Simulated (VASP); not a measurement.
Crystal: Dy2Be3O.

```
CELL_PARAMETERS angstrom
4.99958 0.00000 0.00000
-2.49979 4.32977 0.00000
0.00000 0.00000 4.27103
ATOMIC_POSITIONS crystal
Dy 0.33333 0.66667 0.00000
Dy 0.66667 0.33333 0.00000
Be 0.48528 0.00000 0.50000
Be 0.00000 0.48528 0.50000
Be 0.51472 0.51472 0.50000
O 0.00000 0.00000 0.00000
```

The cell was generated, and may not be a known phase.

```yaml
Program: VASP 6.6.1
Task: relaxation of cell and atoms
Functional: PBE
Potentials_or_basis: VASP PAW PBE potentials, release 64 (Dy_3, Be, O), 4f in core
Cutoff: 600 eV
k_mesh: 6 × 6 × 4
Occupations: gaussian, width 0.1 eV
Spin: no spin polarisation
```

At the start: pressure 8.6 GPa; volume 15.41 Å³/atom.

Question: Where does the relaxation end?

Answer: Over 8 steps the energy falls by 430.4 meV/atom and the volume is 15.52 Å³/atom (+0.7 %); space group P-62m (No. 189, to 0.1 Å) before and after.

Step by step:
```
step  energy change (eV)  largest force (eV/Å)  pressure (GPa)  volume (Å³)
   1              0.0000                0.0932            8.62        92.46
   2             -2.1574                0.0281           -4.03       102.78
   3             -2.2378                0.0405           -6.88       106.31
   4             -2.2469                0.0392           -6.17       105.27
   5             -2.5603                0.0025           -2.21        96.26
   6             -2.5717                0.0137           -1.09        94.56
   7             -2.5717                0.0152           -0.94        94.35
   8             -2.5826                0.0153            0.03        93.13
```

Final structure:
```
Dy Be O
1.0
     4.55349    0.00000    0.00000
    -2.27675    3.94344    0.00000
     0.00000    0.00000    5.18627
Dy Be O
2 3 1
Direct
  0.33333 0.66667 0.00000
  0.66667 0.33333 0.00000
  0.48431 0.00000 0.50000
  0.00000 0.48431 0.50000
  0.51569 0.51569 0.50000
  0.00000 0.00000 0.00000
```

Caveat: the k points lie up to 0.30 Å⁻¹ apart in the final cell, too coarse for converged energies and pressures of a metal; a cell axis changed by over 15 % at a fixed basis, so the end point is rough; the run has no spin polarisation, though such a crystal can be magnetic.
